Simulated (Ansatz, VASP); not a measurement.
## ZrSi2: VASP beside Ansatz

```
CELL_PARAMETERS angstrom
1.82512 -7.24566 0.00000
1.82512 7.24566 0.00000
0.00000 0.00000 3.63476
ATOMIC_POSITIONS crystal
Zr 0.89523 0.10477 0.25000
Zr 0.10477 0.89523 0.75000
Si 0.55376 0.44624 0.25000
Si 0.44624 0.55376 0.75000
Si 0.25022 0.74978 0.25000
Si 0.74978 0.25022 0.75000
```

Alike in both runs: functional LDA; k mesh 10 × 10 × 10; occupations gaussian, width 0.1 eV; no spin polarisation.

Ansatz relaxed the structure, and its values are those at the end. VASP's run is a single point on that final structure, the one shown.

|  | VASP | Ansatz |
| --- | --- | --- |
| version | VASP 6.6.1 | Ansatz 0.2.0 |
| potentials or method | VASP PAW LDA potentials, release 64 (Zr_sv, Si), cutoff 520 eV | scalar-relativistic, plane waves, PAW |
| valence electrons in the cell | 40 | 40 |

VASP gave:

- gap on the k mesh at the Fermi level (eV): none
- pressure (GPa): 0.2

Task: Which values does Ansatz return?

Result: gap on the k mesh at the Fermi level (eV): none; pressure (GPa): 0.0.

LDA's correlation is that of Perdew and Zunger in VASP and of Perdew and Wang (1992) in Ansatz. A gap of «none» marks a metal or a gap that the smearing closes.
